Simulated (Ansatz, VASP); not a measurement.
## Two plane-wave programs on K

Contents of INCAR:

```
  ALGO = Normal
  EDIFF = 1E-7
  ENCUT = 520
  GGA = PE
  ISIF = 2
  ISMEAR = 0
  LASPH = T
  LCHARG = F
  LREAL = F
  LWAVE = F
  NBANDS = 16
  NELM = 100
  PREC = Accurate
  SIGMA = 0.1
```

Contents of KPOINTS:

```
k-points
0
Gamma
  4 4 2
```

POSCAR

```
K
1.0
    2.4379623500     -4.0476104500      0.0000000000
    2.4379623500      4.0476104500      0.0000000000
    0.0000000000      0.0000000000      7.8117980100
K
2
Direct
    0.8206130200      0.1793869800      0.2500000000
    0.1793869800      0.8206130200      0.7500000000
```

Input for Ansatz:

```yaml
crystal:
  lattice:
    - [2.43796235, -4.04761045, 0.0]
    - [2.43796235, 4.04761045, 0.0]
    - [0.0, 0.0, 7.81179801]
  atoms:
    - { symbol: K, position: [0.82061302, 0.17938698, 0.25] }
    - { symbol: K, position: [0.17938698, 0.82061302, 0.75] }
basis: {}
kpoints:
  mp_grid: { grid: [4, 4, 2] }
hamiltonian:
  xc: pbe
  pseudopotentials: { kind: nc }
scf:
  occupations: { method: gaussian, width: 0.1 }
  eigensolver: { real_solve: false }
  max_iter: 67
output:
  forces: true
  stress: true
  eigenvalues: true
```

Alike in both runs: task single point; functional PBE; k mesh 4 × 4 × 2; occupations gaussian, width 0.1 eV; no spin polarisation.

|  | VASP | Ansatz |
| --- | --- | --- |
| version | VASP 6.6.1 | Ansatz 0.2.0 |
| potentials or method | VASP PAW PBE potentials, release 64 (K_sv) | scalar-relativistic, plane waves, norm-conserving potentials |
| plane-wave cutoff (eV) | 520 | 850 |
| valence electrons in the cell | 18 | 18 |

```tsv
	VASP	Ansatz	Ansatz less VASP
gap on the k mesh at the Fermi level (eV)	none	none	-
pressure (GPa)	-0.1	-0.1	+0.01
traceless stress, the component that is largest in VASP (GPa)	-0.40	-0.40	0.000
```

A gap of «none» marks a metal or a gap that the smearing closes.

The k mesh is coarse, so the values compare programs but aren't converged.
